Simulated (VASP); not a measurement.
# CdSe (F-43m) in VASP: further runs

The runs below take CdSe through single point, with PBE.

Program: VASP 6.6.1. These are calculated values, not measurements. Logs are shortened: lines on timing, memory, paths and dates and some standing lists are left out, and cuts for length are marked.

### Step 1. The cell of the first run

Symmetry: F-43m, No. 216, cubic system. The conventional cell has a = 6.136 Å, b = 6.136 Å, c = 6.136 Å, α = 90.00°, β = 90.00°, γ = 90.00°. Within 3.5 Å of Cd (site symmetry -43m) lie 4 Se at 2.66 Å. Within 3.5 Å of Se (site symmetry -43m) lie 4 Cd at 2.66 Å.

### Step 2. Single point, PBE

Input file INCAR:

```
SYSTEM = CdSe
  ALGO = Normal
  EDIFF = 1E-6
  ENCUT = 520
  GGA = PE
  ISIF = 2
  ISMEAR = 0
  LASPH = .True.
  LCHARG = .False.
  LREAL = .False.
  LWAVE = .False.
  NBANDS = 16
  NELM = 80
  PREC = Accurate
  SIGMA = 0.01
```

Input file KPOINTS:

```
k-points
0
Gamma
  6 6 6
  0 0 0
```

Input file POSCAR:

```
CdSe
1.0
    0.0000000000      3.0678017003      3.0678017003
    3.0678017003      0.0000000000      3.0678017003
    3.0678017003      3.0678017003      0.0000000000
Cd Se
1 1
Direct
    0.0000000000      0.0000000000      0.0000000000
    0.7500000000      0.7500000000      0.7500000000
```

Potentials or basis: VASP PAW PBE potentials, release 64 (Cd, Se).

Started as:

```bash
$ cat potpaw_PBE.64/Cd/POTCAR potpaw_PBE.64/Se/POTCAR > POTCAR
$ mpirun -np 1 vasp_std > vasp.out
```

OUTCAR:

```text
SYSTEM = CdSe
   EDIFF = 1E-6
   ENCUT = 520
   GGA = PE
   ISIF = 2
   ISMEAR = 0
   LASPH = .True.
   LREAL = .False.
   NELM = 80
   PREC = Accurate

 ion  position               nearest neighbor table
   1  0.000  0.000  0.000-   2 2.66   2 2.66   2 2.66   2 2.66
   2  0.750  0.750  0.750-   1 2.66   1 2.66   1 2.66   1 2.66

  LATTYP: Found a face centered cubic cell.
 ALAT       =     6.1356034006

  Lattice vectors:

 A1 = (   0.0000000000,   3.0678017003,   3.0678017003)
 A2 = (   3.0678017003,   0.0000000000,   3.0678017003)
 A3 = (   3.0678017003,   3.0678017003,   0.0000000000)

Analysis of symmetry for initial positions (statically):
=====================================================================
 Subroutine PRICEL returns:
 Original cell was already a primitive cell.

 Routine SETGRP: Setting up the symmetry group for a
 face centered cubic supercell.

 Subroutine GETGRP returns: Found 24 space group operations
 (whereof 24 operations were pure point group operations)
 out of a pool of 48 trial point group operations.

The static configuration has the point symmetry T_d .

Analysis of symmetry for dynamics (positions and initial velocities):
=====================================================================
 Subroutine PRICEL returns:
 Original cell was already a primitive cell.

 Routine SETGRP: Setting up the symmetry group for a
 face centered cubic supercell.

 Subroutine GETGRP returns: Found 24 space group operations
 (whereof 24 operations were pure point group operations)
 out of a pool of 48 trial point group operations.

The dynamic configuration has the point symmetry T_d .

 Subroutine INISYM returns: Found 24 space group operations
 (whereof 24 operations are pure point group operations),
 and found     1 'primitive' translations

----------------------------------------------------------------------------------------

                                     Primitive cell

  volume of cell :      57.7447

  direct lattice vectors                    reciprocal lattice vectors
     0.000000000  3.067801700  3.067801700    -0.162983155  0.162983155  0.162983155
     3.067801700  0.000000000  3.067801700     0.162983155 -0.162983155  0.162983155
     3.067801700  3.067801700  0.000000000     0.162983155  0.162983155 -0.162983155

  length of vectors
     4.338526771  4.338526771  4.338526771     0.282295105  0.282295105  0.282295105

  position of ions in fractional coordinates (direct lattice)
     0.000000000  0.000000000  0.000000000
     0.750000000  0.750000000  0.750000000

  ion indices of the primitive-cell ions
   primitive index   ion index
                 1           1
                 2           2

----------------------------------------------------------------------------------------

 KPOINTS: k-points

Automatic generation of k-mesh.
 Grid dimensions read from file:
 generate k-points for:    6    6    6

 Generating k-lattice:

  Cartesian coordinates                     Fractional coordinates (reciprocal lattice)
    -0.027163859  0.027163859  0.027163859     0.166666667  0.000000000  0.000000000
     0.027163859 -0.027163859  0.027163859     0.000000000  0.166666667  0.000000000
     0.027163859  0.027163859 -0.027163859     0.000000000  0.000000000  0.166666667

  Length of vectors
     0.047049184  0.047049184  0.047049184

  Shift w.r.t. Gamma in fractional coordinates (k-lattice)
     0.000000000  0.000000000  0.000000000

 Subroutine IBZKPT returns following result:
 ===========================================

 Found     16 irreducible k-points:

 Following reciprocal coordinates:
            Coordinates               Weight
  0.000000  0.000000  0.000000      1.000000
  0.166667  0.000000  0.000000      8.000000
  0.333333  0.000000  0.000000      8.000000
  0.500000  0.000000  0.000000      4.000000
  0.166667  0.166667  0.000000      6.000000
  0.333333  0.166667  0.000000     24.000000
[... 8 lines left out ...]
 -0.333333  0.333333  0.166667     24.000000
 -0.333333  0.500000  0.166667     12.000000
   k-points           NKPTS =     16   k-points in BZ     NKDIM =     16   number of bands    NBANDS=     16
   number of dos      NEDOS =    301   number of ions     NIONS =      2
   total plane-waves  NPLWV =  32768
   dimension x,y,z NGX =    32 NGY =   32 NGZ =   32
   dimension x,y,z NGXF=    64 NGYF=   64 NGZF=   64
   ions per type =               1   1
   NGX,Y,Z   is equivalent  to a cutoff of  12.26, 12.26, 12.26 a.u.
   NGXF,Y,Z  is equivalent  to a cutoff of  24.52, 24.52, 24.52 a.u.
 SYSTEM =  CdSe
   PREC   = accura    normal or accurate (medium, high low for compatibility)
   ISTART =      0    job   : 0-new  1-cont  2-samecut
   ICHARG =      2    charge: 1-file 2-atom 10-const
   ISPIN  =      1    spin polarized calculation?
   LNONCOLLINEAR =      F non collinear calculations
   LSORBIT =      F    spin-orbit coupling
   LASPH  =      T    aspherical Exc in radial PAW
   ENCUT  =  520.0 eV  38.22 Ry    6.18 a.u.   8.07  8.07  8.07*2*pi/ulx,y,z
   NELM   =     80;   NELMIN=  2; NELMDL= -5     # of ELM steps
   EDIFF  = 0.1E-05   stopping-criterion for ELM
   LREAL  =      F    real-space projection
   EDIFFG = 0.1E-04   stopping-criterion for IOM
   NSW    =      0    number of steps for IOM
   IBRION =     -1    ionic relax: 0-MD 1-quasi-New 2-CG
   NFREE  =      0    steps in history (QN), initial steepest desc. (CG)
   ISIF   =      2    stress and relaxation
   ISYM   =      2    0-nonsym 1-usesym 2-fastsym
   POTIM  = 0.5000    time-step for ionic-motion
   TEBEG  =    0.0;   TEEND  =   0.0 temperature during run
   PSTRESS=    0.0 pullay stress
   NELECT =      18.0000    total number of electrons
   NUPDOWN=      -1.0000    fix difference up-down
   EMIN   =  10.00;   EMAX   =-10.00  energy-range for DOS
   EFERMI =   0.00;   METHOD = LEGACY
   ISMEAR =     0;   SIGMA  =   0.01  broadening in eV -4-tet -1-fermi 0-gaus
   EFERMI_NEDOS =   21; number of points for ismear=-14 and -15
   IALGO  =     38    algorithm
   IMIX   =      4    mixing-type and parameters
     AMIX     =   0.40;   BMIX     =  1.00
     AMIX_MAG =   1.60;   BMIX_MAG =  1.00
  volume/ion in A,a.u.               =      28.87       194.84
  Fermi-wavevector in a.u.,A,eV,Ry     =   1.110014  2.097622 16.764155  1.232131
  Thomas-Fermi vector in A             =   2.246560
   LORBIT       =      0    0 simple, 1 ext, 2 COOP (PROOUT), +10 PAW based schemes
   GGA     = PE    functional components
   LHFCALC =     F    Hartree Fock is set to
   AEXX    =    0.0000 exact exchange contribution
   IVDW    =     0    specifies the selected vdW correction
   LEPSILON=     F    determine dielectric tensor
   LRPA    =     F    only Hartree local field effects (RPA)
 non-spin polarized calculation
 Gauss-broadening in eV      SIGMA  =   0.01
  energy-cutoff  :      520.00
  volume of cell :       57.74
 maximum number of plane-waves:      1588
   NGX = 17   NGY = 17   NGZ = 17

 number of electron      18.0000008 magnetization

 Free energy of the ion-electron system (eV)
  ---------------------------------------------------
  ext. energy  EPLUGINS =         0.00000000
  ---------------------------------------------------
  free energy    TOTEN  =        -5.48511355 eV

  energy without entropy =       -5.48511355  energy(sigma->0) =       -5.48511355

 E-fermi :   0.7906     XC(G=0):  -8.7660

 val. band max:        0.7406795897   @ k =   0.0000   0.0000   0.0000
 cond. band min:       1.2933142456   @ k =   0.0000   0.0000   0.0000
 fundamental gap:      0.5526346559
 Fermi energy:         0.7905816853

 k-point     1 :       0.0000    0.0000    0.0000
  band No.  band energies     occupation
      1     -11.7087      2.00000
      2      -7.1124      2.00000
      3      -7.1124      2.00000
      4      -7.1124      2.00000
      5      -6.7658      2.00000
      6      -6.7658      2.00000
[... 8 lines left out ...]
     15      11.7788      0.00000
     16      11.7788      0.00000

 k-point     2 :       0.1667    0.0000    0.0000
  band No.  band energies     occupation
      1     -11.6223      2.00000
      2      -7.0856      2.00000
      3      -7.0856      2.00000
      4      -7.0273      2.00000
      5      -6.7665      2.00000
      6      -6.7665      2.00000
[... 8 lines left out ...]
     15      10.8357      0.00000
     16      11.2021      0.00000

 k-point     3 :       0.3333    0.0000    0.0000
  band No.  band energies     occupation
      1     -11.4471      2.00000
      2      -7.0410      2.00000
      3      -7.0410      2.00000
      4      -6.7565      2.00000
      5      -6.7565      2.00000
      6      -6.7436      2.00000
[... 8 lines left out ...]
     15      11.2510      0.00000
     16      11.2510      0.00000

 k-point     4 :       0.5000    0.0000    0.0000
  band No.  band energies     occupation
      1     -11.3587      2.00000
      2      -7.0249      2.00000
      3      -7.0249      2.00000
      4      -6.7439      2.00000
      5      -6.7439      2.00000
      6      -6.4898      2.00000
[... 8 lines left out ...]
     15      12.7985      0.00000
     16      12.7985      0.00000
[... 172 lines left out ...]
 k-point    14 :       0.5000    0.3333    0.1667
  band No.  band energies     occupation
      1     -11.3338      2.00000
      2      -6.9765      2.00000
      3      -6.9683      2.00000
      4      -6.8269      2.00000
      5      -6.7411      2.00000
      6      -6.5383      2.00000
[... 8 lines left out ...]
     15      12.7656      0.00000
     16      13.7179      0.00000

 k-point    15 :      -0.3333    0.3333    0.1667
  band No.  band energies     occupation
      1     -11.2768      2.00000
      2      -6.9697      2.00000
      3      -6.9443      2.00000
      4      -6.7945      2.00000
      5      -6.7551      2.00000
      6      -6.3647      2.00000
[... 8 lines left out ...]
     15      12.5514      0.00000
     16      13.6361      0.00000

 k-point    16 :      -0.3333    0.5000    0.1667
  band No.  band energies     occupation
      1     -11.2491      2.00000
      2      -6.9366      2.00000
      3      -6.9208      2.00000
      4      -6.8236      2.00000
      5      -6.7399      2.00000
      6      -6.3408      2.00000
[... 8 lines left out ...]
     15      13.4756      0.00000
     16      13.5867      0.00000

------------------------ aborting loop because EDIFF is reached ----------------------------------------

  FORCE on cell =-STRESS in cart. coord.  units (eV):
  Direction    XX          YY          ZZ          XY          YZ          ZX
  --------------------------------------------------------------------------------------
  -------------------------------------------------------------------------------------
  Total        0.6154862      0.6154862      0.6154862      0.0000000      0.0000000     -0.0000000
  in kB       17.0772163     17.0772163     17.0772163      0.0000000      0.0000000     -0.0000000
  external PRESSURE =      17.0772163 kB  Pullay stress =       0.0000000 kB

 VOLUME and BASIS-vectors are now :
 -----------------------------------------------------------------------------
  energy-cutoff  :      520.00
  volume of cell :       57.74
      direct lattice vectors                 reciprocal lattice vectors
     0.000000000  3.067801700  3.067801700    -0.162983155  0.162983155  0.162983155
     3.067801700  0.000000000  3.067801700     0.162983155 -0.162983155  0.162983155
     3.067801700  3.067801700  0.000000000     0.162983155  0.162983155 -0.162983155

 POSITION                                       TOTAL-FORCE (eV/Angst)
 -----------------------------------------------------------------------------------
      0.00000      0.00000      0.00000        -0.000000      0.000000      0.000000
      4.60170      4.60170      4.60170         0.000000     -0.000000     -0.000000
 -----------------------------------------------------------------------------------
    total drift:                                0.000000      0.000000      0.000000

  FREE ENERGIE OF THE ION-ELECTRON SYSTEM (eV)
  ---------------------------------------------------
  free  energy   TOTEN  =        -5.4851135544 eV

  energy  without entropy=       -5.4851135544  energy(sigma->0) =       -5.48511355
```

Run time: 6.9 s. Hardware: 1 thread of Intel Xeon 6975P-C (Granite Rapids), shared host; peak memory 0.18 GiB.

Results:

- Free energy: -5.4851 eV
- Pressure: 1.7 GPa
- Band gap on the k mesh: 0.55 eV, direct

Levels at points of the mesh, in eV from the valence-band top:
| k point | band 6 | band 7 | band 8 | band 9 | band 10 | band 11 | band 12 | band 13 |
| --- | --- | --- | --- | --- | --- | --- | --- | --- |
| (0.00, 0.00, 0.00) | -7.51 | 0.00 | 0.00 | 0.00 | 0.55 | 5.93 | 5.93 | 5.93 |
| (0.50, 0.00, 0.00) | -7.23 | -4.24 | -0.71 | -0.71 | 2.36 | 6.43 | 6.43 | 7.34 |
| (0.50, 0.50, 0.00) | -7.17 | -3.96 | -1.77 | -1.77 | 3.18 | 3.73 | 8.99 | 10.06 |

PBE gaps usually lie below the measured ones, often by a third to a half.

### Step 3. Single point, PBE

Input file INCAR:

```
PREC     = Accurate       # precision mode
ENCUT    = 520            # plane-wave cutoff, eV
EDIFF    = 1E-7           # SCF threshold, eV
ISMEAR   = 0              # smearing method
SIGMA    = 0.01           # smearing width, eV
LREAL    = F              # projectors in reciprocal space
LASPH    = T              # aspherical terms in the spheres
NELM     = 60             # most SCF steps
ALGO     = Normal         # electronic algorithm
ISIF     = 2              # what is computed and relaxed
LWAVE    = F              # write WAVECAR
LCHARG   = T              # write CHGCAR
GGA      = PE             # functional
LELF     = T              # ELF
LVHAR    = T            
NBANDS   = 16             # bands
```

Input file KPOINTS:

```
regular mesh
0
Gamma
  6 6 6
```

POSCAR is that of step 2.

Potentials or basis: VASP PAW PBE potentials, release 64 (Cd, Se).

Started as:

```bash
$ cat potpaw_PBE.64/Cd/POTCAR potpaw_PBE.64/Se/POTCAR > POTCAR
$ mpirun -np 1 vasp_std > vasp.out
```

It took 9 s on 1 thread of Intel Xeon 6975P-C (Granite Rapids), shared host; peak memory 0.18 GiB.

The run converged. Its results:

- Free energy: -5.4851 eV
- Pressure: 1.7 GPa
- Band gap on the k mesh: 0.55 eV, direct

Levels at points of the mesh, in eV from the valence-band top:
| k point | band 6 | band 7 | band 8 | band 9 | band 10 | band 11 | band 12 | band 13 |
| --- | --- | --- | --- | --- | --- | --- | --- | --- |
| (0.00, 0.00, 0.00) | -7.51 | 0.00 | 0.00 | 0.00 | 0.55 | 5.93 | 5.93 | 5.93 |
| (0.50, 0.00, 0.00) | -7.23 | -4.24 | -0.71 | -0.71 | 2.36 | 6.43 | 6.43 | 7.35 |
| (0.50, 0.50, 0.00) | -7.17 | -3.96 | -1.77 | -1.77 | 3.18 | 3.73 | 8.99 | 10.06 |
